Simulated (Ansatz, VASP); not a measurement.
# BaS in VASP and in Ansatz

Contents of INCAR:

```
PREC = Accurate
ENCUT = 520
EDIFF = 1E-6
ISMEAR = 0
SIGMA = 0.01
LREAL = F
LASPH = T
NELM = 100
ALGO = Normal
ISIF = 2
LWAVE = F
LCHARG = F
GGA = PE
NBANDS = 15
```

KPOINTS

```
Automatic mesh
0
Gamma
  4 4 4
```

Contents of POSCAR:

```
BaS
1.0
    3.8337582654      0.0000000000      0.0000000000
    0.0000000000      3.8337582654      0.0000000000
    0.0000000000      0.0000000000      3.8337582654
Ba S
1 1
Direct
    0.0000000000      0.0000000000      0.0000000000
    0.5000000000      0.5000000000      0.5000000000
```

Input for Ansatz:

```yaml
crystal:
  lattice:
    - [3.8337582654, 0.0, 0.0]
    - [0.0, 3.8337582654, 0.0]
    - [0.0, 0.0, 3.8337582654]
  atoms:
    - { symbol: Ba, position: [0.0, 0.0, 0.0] }
    - { symbol: S, position: [0.5, 0.5, 0.5] }
kpoints:
  mp_grid: { grid: [4, 4, 4] }
hamiltonian:
  xc: pbe
scf:
  occupations: { method: fixed }
output:
  optics:
    e_range: [0, 15]
    de: 0.1
    sigma: 0.4
    scissors: 0
    scheme: gaussian
    bands: { spectra_wanted_up_to: 15 }
```

Alike in both runs: task single point; functional PBE; k mesh 4 × 4 × 4; no spin polarisation.

|  | VASP | Ansatz |
| --- | --- | --- |
| version | VASP 6.6.1 | Ansatz 0.2.0 |
| potentials or method | VASP PAW PBE potentials, release 64 (Ba_sv, S) | plane waves, PAW |
| plane-wave cutoff (eV) | 520 | 420 |
| occupations | gaussian, width 0.01 eV | fixed |
| valence electrons in the cell | 16 | 16 |

Ansatz gave:

```
gap on the k mesh at the Fermi level (eV) : 1.55
```

Task: Which values does VASP return?

Result: gap on the k mesh at the Fermi level (eV): 1.42.

Spin-orbit coupling is off throughout.
